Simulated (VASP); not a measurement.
# CaZn3 (Pm-3m) in VASP: further runs

Runs on CaZn3. Level: LDA. Tasks: single point.

Program: VASP 6.6.1. These are calculated values, not measurements. Logs are shortened: lines on timing, memory, paths and dates and some standing lists are left out, and cuts for length are marked.

## (1) The cell of the first run

The structure is cubic, space group Pm-3m (No. 221). The conventional cell has a = 4.047 Å, b = 4.047 Å, c = 4.047 Å, α = 90.00°, β = 90.00°, γ = 90.00°. Ca (site symmetry m-3m) has 12 Zn at 2.86 Å within 3.8 Å. Zn (site symmetry 4/mmm) has 4 Ca at 2.86 Å and 8 Zn at 2.86 Å within 3.8 Å.

## (2) Single point, LDA

The input, INCAR:

```
ALGO = Normal ; EDIFF = 1E-7
ENCUT = 520 ; ISIF = 2
ISMEAR = 1 ; LASPH = T
LCHARG = T ; LELF = T
LREAL = F ; LVHAR = T
LWAVE = F ; NBANDS = 31
NELM = 60 ; PREC = Accurate
SIGMA = 0.15
```

The input, KPOINTS:

```
k-points
0
Gamma
  5 5 5
```

The input, POSCAR:

```
CaZn3
1.0
    4.0470739826      0.0000000000      0.0000000000
    0.0000000000      4.0470739826      0.0000000000
    0.0000000000      0.0000000000      4.0470739826
Ca Zn
1 3
Direct
    0.0000000000      0.0000000000      0.0000000000
    0.5000000000      0.5000000000      0.0000000000
    0.5000000000      0.0000000000      0.5000000000
    0.0000000000      0.5000000000      0.5000000000
```

Potentials or basis: VASP PAW LDA potentials, release 64 (Ca_sv, Zn).

The run is started by

```console
$ cat potpaw_LDA.64/Ca_sv/POTCAR potpaw_LDA.64/Zn/POTCAR > POTCAR
$ mpirun -np 1 vasp_std > vasp.out
```

OUTCAR:

```text
EDIFF = 1E-7
   ENCUT = 520
   ISIF = 2
   ISMEAR = 1
   LASPH = T
   LREAL = F
   NELM = 60
   PREC = Accurate

 ion  position               nearest neighbor table
   1  0.000  0.000  0.000-   2 2.86   3 2.86   4 2.86   3 2.86   4 2.86   2 2.86   4 2.86   4 2.86
                             2 2.86   3 2.86   3 2.86   2 2.86
   2  0.500  0.500  0.000-   1 2.86   3 2.86   4 2.86   3 2.86   4 2.86   1 2.86   3 2.86   3 2.86
                             1 2.86   4 2.86   4 2.86   1 2.86
   3  0.500  0.000  0.500-   1 2.86   2 2.86   4 2.86   1 2.86   2 2.86   2 2.86   4 2.86   2 2.86
                             1 2.86   4 2.86   1 2.86   4 2.86
   4  0.000  0.500  0.500-   1 2.86   2 2.86   3 2.86   1 2.86   2 2.86   1 2.86   3 2.86   1 2.86
                             2 2.86   3 2.86   2 2.86   3 2.86

  LATTYP: Found a simple cubic cell.
 ALAT       =     4.0470739826

  Lattice vectors:

 A1 = (   4.0470739826,   0.0000000000,   0.0000000000)
 A2 = (   0.0000000000,   4.0470739826,   0.0000000000)
 A3 = (   0.0000000000,   0.0000000000,   4.0470739826)

Analysis of symmetry for initial positions (statically):
=====================================================================
 Subroutine PRICEL returns:
 Original cell was already a primitive cell.

 Routine SETGRP: Setting up the symmetry group for a
 simple cubic supercell.

 Subroutine GETGRP returns: Found 48 space group operations
 (whereof 48 operations were pure point group operations)
 out of a pool of 48 trial point group operations.

The static configuration has the point symmetry O_h .

Analysis of symmetry for dynamics (positions and initial velocities):
=====================================================================
 Subroutine PRICEL returns:
 Original cell was already a primitive cell.

 Routine SETGRP: Setting up the symmetry group for a
 simple cubic supercell.

 Subroutine GETGRP returns: Found 48 space group operations
 (whereof 48 operations were pure point group operations)
 out of a pool of 48 trial point group operations.

The dynamic configuration has the point symmetry O_h .

 Subroutine INISYM returns: Found 48 space group operations
 (whereof 48 operations are pure point group operations),
 and found     1 'primitive' translations

----------------------------------------------------------------------------------------

                                     Primitive cell

  volume of cell :      66.2862

  direct lattice vectors                    reciprocal lattice vectors
     4.047073983  0.000000000  0.000000000     0.247092098  0.000000000  0.000000000
     0.000000000  4.047073983  0.000000000     0.000000000  0.247092098  0.000000000
     0.000000000  0.000000000  4.047073983     0.000000000  0.000000000  0.247092098

  length of vectors
     4.047073983  4.047073983  4.047073983     0.247092098  0.247092098  0.247092098

  position of ions in fractional coordinates (direct lattice)
     0.000000000  0.000000000  0.000000000
     0.500000000  0.500000000  0.000000000
     0.500000000  0.000000000  0.500000000
     0.000000000  0.500000000  0.500000000

  ion indices of the primitive-cell ions
   primitive index   ion index
                 1           1
                 2           2
                 3           3
                 4           4

----------------------------------------------------------------------------------------

 KPOINTS: k-points

Automatic generation of k-mesh.
 Grid dimensions read from file:
 generate k-points for:    5    5    5

 Generating k-lattice:

  Cartesian coordinates                     Fractional coordinates (reciprocal lattice)
     0.049418420  0.000000000  0.000000000     0.200000000  0.000000000  0.000000000
     0.000000000  0.049418420  0.000000000     0.000000000  0.200000000  0.000000000
     0.000000000  0.000000000  0.049418420     0.000000000  0.000000000  0.200000000

  Length of vectors
     0.049418420  0.049418420  0.049418420

  Shift w.r.t. Gamma in fractional coordinates (k-lattice)
     0.000000000  0.000000000  0.000000000

 Subroutine IBZKPT returns following result:
 ===========================================

 Found     10 irreducible k-points:

 Following reciprocal coordinates:
            Coordinates               Weight
  0.000000  0.000000  0.000000      1.000000
  0.200000  0.000000  0.000000      6.000000
  0.400000  0.000000  0.000000      6.000000
  0.200000  0.200000  0.000000     12.000000
  0.400000  0.200000  0.000000     24.000000
  0.400000  0.400000  0.000000     12.000000
  0.200000  0.200000  0.200000      8.000000
  0.400000  0.200000  0.200000     24.000000
  0.400000  0.400000  0.200000     24.000000
  0.400000  0.400000  0.400000      8.000000
   k-points           NKPTS =     10   k-points in BZ     NKDIM =     10   number of bands    NBANDS=     31
   number of dos      NEDOS =    301   number of ions     NIONS =      4
   total plane-waves  NPLWV =  27000
   dimension x,y,z NGX =    30 NGY =   30 NGZ =   30
   dimension x,y,z NGXF=    60 NGYF=   60 NGZF=   60
   ions per type =               1   3
   NGX,Y,Z   is equivalent  to a cutoff of  12.32, 12.32, 12.32 a.u.
   NGXF,Y,Z  is equivalent  to a cutoff of  24.65, 24.65, 24.65 a.u.
 SYSTEM =  unknown system
   PREC   = accura    normal or accurate (medium, high low for compatibility)
   ISTART =      0    job   : 0-new  1-cont  2-samecut
   ICHARG =      2    charge: 1-file 2-atom 10-const
   ISPIN  =      1    spin polarized calculation?
   LNONCOLLINEAR =      F non collinear calculations
   LSORBIT =      F    spin-orbit coupling
   LASPH  =      T    aspherical Exc in radial PAW
   ENCUT  =  520.0 eV  38.22 Ry    6.18 a.u.   7.52  7.52  7.52*2*pi/ulx,y,z
   NELM   =     60;   NELMIN=  2; NELMDL= -5     # of ELM steps
   EDIFF  = 0.1E-06   stopping-criterion for ELM
   LREAL  =      F    real-space projection
   EDIFFG = 0.1E-05   stopping-criterion for IOM
   NSW    =      0    number of steps for IOM
   IBRION =     -1    ionic relax: 0-MD 1-quasi-New 2-CG
   NFREE  =      0    steps in history (QN), initial steepest desc. (CG)
   ISIF   =      2    stress and relaxation
   ISYM   =      2    0-nonsym 1-usesym 2-fastsym
   POTIM  = 0.5000    time-step for ionic-motion
   TEBEG  =    0.0;   TEEND  =   0.0 temperature during run
   PSTRESS=    0.0 pullay stress
   NELECT =      46.0000    total number of electrons
   NUPDOWN=      -1.0000    fix difference up-down
   EMIN   =  10.00;   EMAX   =-10.00  energy-range for DOS
   EFERMI =   0.00;   METHOD = LEGACY
   ISMEAR =     1;   SIGMA  =   0.15  broadening in eV -4-tet -1-fermi 0-gaus
   EFERMI_NEDOS =   21; number of points for ismear=-14 and -15
   IALGO  =     38    algorithm
   IMIX   =      4    mixing-type and parameters
     AMIX     =   0.40;   BMIX     =  1.00
     AMIX_MAG =   1.60;   BMIX_MAG =  1.00
  volume/ion in A,a.u.               =      16.57       111.83
  Fermi-wavevector in a.u.,A,eV,Ry     =   1.449393  2.738956 28.582322  2.100741
  Thomas-Fermi vector in A             =   2.567125
   LORBIT       =      0    0 simple, 1 ext, 2 COOP (PROOUT), +10 PAW based schemes
   GGA     = CA    functional components
   LHFCALC =     F    Hartree Fock is set to
   AEXX    =    0.0000 exact exchange contribution
   IVDW    =     0    specifies the selected vdW correction
   LEPSILON=     F    determine dielectric tensor
   LRPA    =     F    only Hartree local field effects (RPA)
 non-spin polarized calculation
 Methfessel and Paxton  Order N= 1 SIGMA  =   0.15
  energy-cutoff  :      520.00
  volume of cell :       66.29
 maximum number of plane-waves:      1795
 NGX is ok and might be reduce to    30
   NGX = 15   NGY = 15   NGZ = 15

 number of electron      46.0000060 magnetization

 Free energy of the ion-electron system (eV)
  ---------------------------------------------------
  ext. energy  EPLUGINS =         0.00000000
  ---------------------------------------------------
  free energy    TOTEN  =        -7.98920555 eV

  energy without entropy =       -7.98755081  energy(sigma->0) =       -7.98865397

 E-fermi :   3.4571     XC(G=0): -11.5048

 val. band max:        3.3640292959   @ k =   0.4000   0.4000   0.4000
 cond. band min:       3.5011571986   @ k =   0.4000   0.2000   0.2000
 fundamental gap:      0.1371279027
 Fermi energy:         3.4571179595

 k-point     1 :       0.0000    0.0000    0.0000
  band No.  band energies     occupation
      1     -36.2682      2.00000
      2     -17.6974      2.00000
      3     -17.6974      2.00000
      4     -17.6974      2.00000
      5      -5.5185      2.00000
      6      -4.5016      2.00000
[... 23 lines left out ...]
     30      10.3976      0.00000
     31      10.3976      0.00000

 k-point     2 :       0.2000    0.0000    0.0000
  band No.  band energies     occupation
      1     -36.2665      2.00000
      2     -17.7364      2.00000
      3     -17.6963      2.00000
      4     -17.6963      2.00000
      5      -5.1332      2.00000
      6      -4.4550      2.00000
[... 23 lines left out ...]
     30       9.8166      0.00000
     31      11.3061      0.00000

 k-point     3 :       0.4000    0.0000    0.0000
  band No.  band energies     occupation
      1     -36.2636      2.00000
      2     -17.7984      2.00000
      3     -17.6946      2.00000
      4     -17.6946      2.00000
      5      -4.4797      2.00000
      6      -4.3865      2.00000
[... 23 lines left out ...]
     30       9.1947      0.00000
     31      10.5505      0.00000

 k-point     4 :       0.2000    0.2000    0.0000
  band No.  band energies     occupation
      1     -36.2647      2.00000
      2     -17.7373      2.00000
      3     -17.7289      2.00000
      4     -17.6952      2.00000
      5      -4.8095      2.00000
      6      -4.4106      2.00000
[... 23 lines left out ...]
     30       9.6569      0.00000
     31      10.2754      0.00000

 k-point     5 :       0.4000    0.2000    0.0000
  band No.  band energies     occupation
      1     -36.2620      2.00000
      2     -17.7918      2.00000
      3     -17.7277      2.00000
      4     -17.6934      2.00000
      5      -4.3726      2.00000
      6      -4.3418      2.00000
[... 23 lines left out ...]
     30       9.2755      0.00000
     31      10.2366      0.00000

 k-point     6 :       0.4000    0.4000    0.0000
  band No.  band energies     occupation
      1     -36.2594      2.00000
      2     -17.7824      2.00000
      3     -17.7793      2.00000
      4     -17.6915      2.00000
      5      -4.3082      2.00000
      6      -4.2494      2.00000
[... 23 lines left out ...]
     30       9.5680      0.00000
     31       9.6815      0.00000

 k-point     7 :       0.2000    0.2000    0.2000
  band No.  band energies     occupation
      1     -36.2631      2.00000
      2     -17.7380      2.00000
      3     -17.7258      2.00000
      4     -17.7258      2.00000
      5      -4.6327      2.00000
      6      -4.3751      2.00000
[... 23 lines left out ...]
     30       9.5204      0.00000
     31       9.5204      0.00000

 k-point     8 :       0.4000    0.2000    0.2000
  band No.  band energies     occupation
      1     -36.2605      2.00000
      2     -17.7853      2.00000
      3     -17.7282      2.00000
      4     -17.7207      2.00000
      5      -4.4443      2.00000
      6      -4.3010      2.00000
[... 23 lines left out ...]
     30       8.9820      0.00000
     31      10.9261      0.00000

 k-point     9 :       0.4000    0.4000    0.2000
  band No.  band energies     occupation
      1     -36.2580      2.00000
      2     -17.7760      2.00000
      3     -17.7728      2.00000
      4     -17.7190      2.00000
      5      -4.4187      2.00000
      6      -4.3082      2.00000
[... 23 lines left out ...]
     30      10.0369      0.00000
     31      10.1562      0.00000

 k-point    10 :       0.4000    0.4000    0.4000
  band No.  band energies     occupation
      1     -36.2558      2.00000
      2     -17.7666      2.00000
      3     -17.7622      2.00000
      4     -17.7622      2.00000
      5      -4.5062      2.00000
      6      -4.4393      2.00000
[... 23 lines left out ...]
     30      10.2002      0.00000
     31      10.2002      0.00000

------------------------ aborting loop because EDIFF is reached ----------------------------------------

  FORCE on cell =-STRESS in cart. coord.  units (eV):
  Direction    XX          YY          ZZ          XY          YZ          ZX
  --------------------------------------------------------------------------------------
  -------------------------------------------------------------------------------------
  Total        2.6758032      2.6758032      2.6758032      0.0000000      0.0000000     -0.0000000
  in kB       64.6757272     64.6757272     64.6757272      0.0000000      0.0000000     -0.0000000
  external PRESSURE =      64.6757272 kB  Pullay stress =       0.0000000 kB

 VOLUME and BASIS-vectors are now :
 -----------------------------------------------------------------------------
  energy-cutoff  :      520.00
  volume of cell :       66.29
      direct lattice vectors                 reciprocal lattice vectors
     4.047073983  0.000000000  0.000000000     0.247092098  0.000000000  0.000000000
     0.000000000  4.047073983  0.000000000     0.000000000  0.247092098  0.000000000
     0.000000000  0.000000000  4.047073983     0.000000000  0.000000000  0.247092098

 POSITION                                       TOTAL-FORCE (eV/Angst)
 -----------------------------------------------------------------------------------
      0.00000      0.00000      0.00000         0.000000      0.000000      0.000000
      2.02354      2.02354      0.00000         0.000000      0.000000      0.000000
      2.02354      0.00000      2.02354         0.000000      0.000000      0.000000
      0.00000      2.02354      2.02354         0.000000      0.000000      0.000000
 -----------------------------------------------------------------------------------
    total drift:                                0.000000      0.000000     -0.000000

  FREE ENERGIE OF THE ION-ELECTRON SYSTEM (eV)
  ---------------------------------------------------
  free  energy   TOTEN  =        -7.9892055478 eV

  energy  without entropy=       -7.9875508095  energy(sigma->0) =       -7.98865397
```

Wall time 14 s (1 thread of Intel Xeon Platinum 8488C (Sapphire Rapids), shared host); peak memory 0.15 GiB.

What came out:

```yaml
Free_energy: -7.9892 eV
Pressure: 6.5 GPa
Band_gap_on_the_k_mesh: zero (bands 23 and 24 overlap by 1.09 eV)
```

Levels at points of the mesh, in eV from the Fermi level:
```tsv
k point	band 18	band 19	band 20	band 21	band 22	band 23	band 24	band 25	band 26	band 27
(0.00, 0.00, 0.00)	-6.93	-6.93	-6.93	-0.57	-0.57	0.15	0.15	0.15	4.20	4.20
```

Caveat: the cell stands under pressure.

## (3) Single point, LDA

This run uses another cell than the first one, of 16.20 Å³/atom.

The input, INCAR:

```
PREC = Accurate ; ENCUT = 520
EDIFF = 1E-7 ; ISMEAR = 1
SIGMA = 0.15 ; LREAL = F
LASPH = T ; NELM = 60
ALGO = Normal ; ISIF = 2
LWAVE = F ; LCHARG = F
NBANDS = 31
```

The input, KPOINTS:

```
Automatic mesh
0
Gamma
  5 5 5
```

The input, POSCAR:

```
CaZn3
1.0
    4.0167562818      0.0000000000      0.0000000000
    0.0000000000      4.0167562818      0.0000000000
    0.0000000000      0.0000000000      4.0167562818
Ca Zn
1 3
Direct
    0.0000000000      0.0000000000      0.0000000000
    0.5000000000      0.5000000000      0.0000000000
    0.5000000000      0.0000000000      0.5000000000
    0.0000000000      0.5000000000      0.5000000000
```

Potentials or basis: VASP PAW LDA potentials, release 64 (Ca_sv, Zn).

The run is started by

```console
$ cat potpaw_LDA.64/Ca_sv/POTCAR potpaw_LDA.64/Zn/POTCAR > POTCAR
$ mpirun -np 1 vasp_std > vasp.out
```

It took 12 s on 1 thread of Intel Xeon Platinum 8488C (Sapphire Rapids), shared host; peak memory 0.15 GiB.

Results (log left out):

```
Free energy            : -7.9201 eV
Pressure               : 8.5 GPa
Band gap on the k mesh : zero (bands 23 and 24 overlap by 1.08 eV)
```

Levels at points of the mesh, in eV from the Fermi level:
```tsv
k point	band 19	band 20	band 21	band 22	band 23	band 24	band 25	band 26
(0.00, 0.00, 0.00)	-6.94	-6.94	-0.54	-0.54	0.16	0.16	0.16	4.27
```

Caveat: the cell stands under pressure.

(Continued in part 2 of 2.)
